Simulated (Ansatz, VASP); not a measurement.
**One calculation of Ge, two programs**

INCAR

```
SYSTEM = Ge
ALGO = Normal ; EDIFF = 1E-6
ENCUT = 520 ; GGA = CA
ISIF = 2 ; ISMEAR = -1
LASPH = .True. ; LCHARG = .True.
LELF = .True. ; LREAL = .False.
LVHAR = .True. ; LWAVE = .False.
NBANDS = 21 ; NELM = 80
PREC = Accurate ; SIGMA = 0.05
```

File KPOINTS:

```
k-points
0
Gamma
  11 11 11
  0 0 0
```

File POSCAR:

```
Ge
1.0
   -2.5448496043      2.7028539053      1.4651295863
    2.5448496043     -2.7028539053      1.4651295863
    2.5448496043      2.7028539053     -1.4651295863
Ge
2
Direct
    0.3140570000      0.0640570000      0.2500000000
    0.6859430000      0.9359430000      0.7500000000
```

Contents of input.yaml:

```yaml
crystal:
  lattice:
    - [-2.5448496043, 2.7028539053, 1.4651295863]
    - [2.5448496043, -2.7028539053, 1.4651295863]
    - [2.5448496043, 2.7028539053, -1.4651295863]
  atoms:
    - { symbol: Ge, position: [0.314057, 0.064057, 0.25] }
    - { symbol: Ge, position: [0.685943, 0.935943, 0.75] }
hamiltonian:
  xc: lda
  pseudopotentials: { kind: paw }
kpoints:
  mp_grid: { grid: [11, 11, 11] }
scf:
  occupations: { method: fermi_dirac, width: 0.05 }
output:
  forces: true
  stress: true
  eigenvalues: true
  write_density: true
  write_potential: true
  elf: true
  volumetric_format: npy
```

Alike in both runs: task single point; functional LDA; k mesh 11 × 11 × 11; occupations fermi-dirac, width 0.05 eV; no spin polarisation.

|  | VASP | Ansatz |
| --- | --- | --- |
| version | VASP 6.6.1 | Ansatz 0.2.0 |
| potentials or method | VASP PAW LDA potentials, release 64 (Ge_d) | Ansatz PAW |
| plane-wave cutoff (eV) | 520 | 420 |
| valence electrons in the cell | 28 | 28 |

Ansatz gave:

| Item | Value |
| --- | --- |
| gap on the k mesh at the Fermi level (eV) | none |
| pressure (GPa) | -7.4 |
| traceless stress, the component that is largest in VASP (GPa) | 0.87 |
| rms of the force components (eV/Å) | 0.038 |

Task: Which values does VASP return?

Result: gap on the k mesh at the Fermi level (eV): none; pressure (GPa): -7.4; traceless stress, the component that is largest in VASP (GPa): 0.88; rms of the force components (eV/Å): 0.039.

LDA's correlation is that of Perdew and Zunger in VASP and of Perdew and Wang (1992) in Ansatz. Atom by atom the forces differ by 0.001 eV/Å (rms over components). A gap of «none» marks a metal or a gap that the smearing closes.
